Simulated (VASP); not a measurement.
Set up this calculation in VASP 6.6.1, as the native input.

* Task: electric field gradients
* Functional: PBE
* Potentials or basis: VASP PAW PBE potentials, release 64 (Ba_sv, Ti_sv, O)
* Cutoff: 520 eV
* k mesh: 7 × 7 × 7
* Occupations: fermi-dirac, width 0.08 eV
* Spin: no spin polarisation
* Dipole correction: no
* Further INCAR settings: ALGO = Normal; EDIFF = 1e-08; NBANDS = 28

The structure of BaTiO3 lies in POSCAR:

```
BaTiO3
1.0
    3.9998000000     -0.0399980000     -0.0399980000
   -0.0399980000      3.9998000000     -0.0399980000
   -0.0401800000     -0.0401800000      4.0180000000
Ba Ti O
1 1 3
Direct
    0.0000000000      0.0000000000      0.0000000000
    0.5000000000      0.5000000000      0.4820000000
    0.5000000000      0.5000000000      0.0160000000
    0.5000000000      0.0000000000      0.5150000000
    0.0000000000      0.5000000000      0.5150000000
```

This cell differs from its parent crystal: equal xy, yz and zx shear strains of -2 %.

The input as run:

INCAR

```
PREC = Accurate
ENCUT = 520
EDIFF = 1E-8
ISMEAR = -1
SIGMA = 0.08
LREAL = F
LASPH = T
NELM = 80
ALGO = Normal
ISIF = 2
LWAVE = F
LCHARG = F
GGA = PE
LEFG = T
NBANDS = 28
```

KPOINTS

```
regular mesh
0
Gamma
  7 7 7
```

Potentials or basis: VASP PAW PBE potentials, release 64 (Ba_sv, Ti_sv, O).

The run is started by

```bash
$ cat potpaw_PBE.64/Ba_sv/POTCAR potpaw_PBE.64/Ti_sv/POTCAR potpaw_PBE.64/O/POTCAR > POTCAR
$ mpirun -np 1 vasp_std > vasp.out
```

Results of the run:

```yaml
Pressure: 4.6 GPa
Largest_force: 0.310 eV/Å
Band_gap_on_the_k_mesh: 1.84 eV (least direct gap 1.99 eV)
Largest_electric_field_gradient_by_atom: Ba -24.5; Ti +7.6; O +16.7, +27.8 (each value once) V/Å²
```

Caveat: the cell differs from its parent crystal (equal xy, yz and zx shear strains of -2 %); the cell stands under pressure; without QUAD_EFG the Cq values of the log hold for a quadrupole moment of 1 mb, not for the nuclei; spin-orbit coupling is left out, which moves the levels of the heavy elements; an odd mesh through Γ misses points on the zone boundary, where band edges can lie.

Wall time 92 s on 1 thread of Intel(R) Xeon(R) 6975P-C (Granite Rapids), on a shared host, peak memory 0.29 GiB.
